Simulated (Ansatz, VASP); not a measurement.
# Cu: VASP beside Ansatz

```
Cu
1.0
     3.29116    0.00000    0.00000
    -1.64558    2.85023    0.00000
     0.00000    0.00000    3.73394
Cu
3
Cartesian
  0.7418 0.0000 1.2446
  -0.3709 0.6424 2.4893
  1.2747 2.2078 0.0000
```

Alike in both runs: task relaxation of cell and atoms; functional PBEsol; k mesh 6 × 6 × 6; occupations gaussian, width 0.1 eV; no spin polarisation.

|  | VASP | Ansatz |
| --- | --- | --- |
| version | VASP 6.6.1 | Ansatz 0.2.0 |
| potentials or method | VASP PAW PBE potentials, release 64 (Cu), cutoff 600 eV | scalar-relativistic, plane waves, PAW |
| valence electrons in the cell | 33 | 57 |

```csv
,VASP,Ansatz,Ansatz less VASP
"gap on the k mesh at the Fermi level, each at its own relaxed structure (eV)",none,none,-
relaxed volume (Å³/atom),11.41,11.38,-0.027
relaxed cell length with the largest relative difference (Å),2.484,2.470,-0.0138
```

VASP's potentials were made for PBE, not for PBEsol. A gap of «none» marks a metal or a gap that the smearing closes. VASP's potentials hold 33 valence electrons a cell and Ansatz's 57, so a difference there can come from the potentials and not from the codes.

The k mesh is coarse, so the values compare programs but aren't converged.
